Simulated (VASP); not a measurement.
**FeB2Rh2: single point with r2SCAN**

The system is FeB2Rh2.

```
Rh B Fe
1.0
     0.00000    3.39433    0.00000
     3.39433    0.00000    0.00000
     1.69717    1.69717   -4.91984
Rh B Fe
2 2 1
Direct
  0.75000 0.25000 0.50000
  0.25000 0.75000 0.50000
  0.37500 0.37500 0.25000
  0.62500 0.62500 0.75000
  0.00000 0.00000 0.00000
```

* Program: VASP 6.6.1
* Task: single point
* Functional: r2SCAN
* Potentials or basis: VASP PAW PBE potentials, release 64 (Rh_pv, B, Fe)
* Cutoff: 520 eV
* k mesh: 8 × 8 × 8
* Occupations: tetrahedron
* Spin: no spin polarisation
* Dipole correction: no
* Further INCAR settings: ALGO = Normal; EDIFF = 1e-07; NBANDS = 30

- Pressure: 14.0 GPa
- Largest force: 1.460 eV/Å
- Band gap on the k mesh: zero (band 22 reaches 9.04 eV, above the bottom of band 23 at 8.05 eV)

Forces on the atoms (eV/Å):
```
Rh   0.000  0.000  0.000
Rh   0.000  0.000  0.000
B    0.000  0.000  1.460
B    0.000  0.000 -1.460
Fe   0.000  0.000  0.000
```

Stress tensor (GPa, compression positive):
```
 32.97   0.00   0.00
  0.00  32.97   0.00
  0.00   0.00 -24.02
```

Levels at points of the mesh, in eV from the Fermi level:
```tsv
k point	band 20	band 21	band 22	band 23	band 24	band 25
(0.00, 0.00, 0.00)	-0.95	-0.40	0.69	1.04	2.97	3.55
(0.50, 0.00, 0.00)	-1.51	-0.83	-0.23	-0.22	0.08	2.09
(0.50, 0.50, 0.00)	-0.43	-0.33	0.15	0.34	0.41	1.32
(0.00, 0.00, 0.50)	-0.19	0.08	0.69	1.49	1.49	2.97
```

Run time: 11 min on 1 thread of Oxide Virtual Turin-like Processor (shared host), peak memory 0.22 GiB.

Caveat: the PAW data sets were made with another functional, which shifts forces and pressure a little; tetrahedron occupations give inexact forces and stress in metals. Spin polarisation is off, so any magnetic state and its effect on volume and gap are missing.
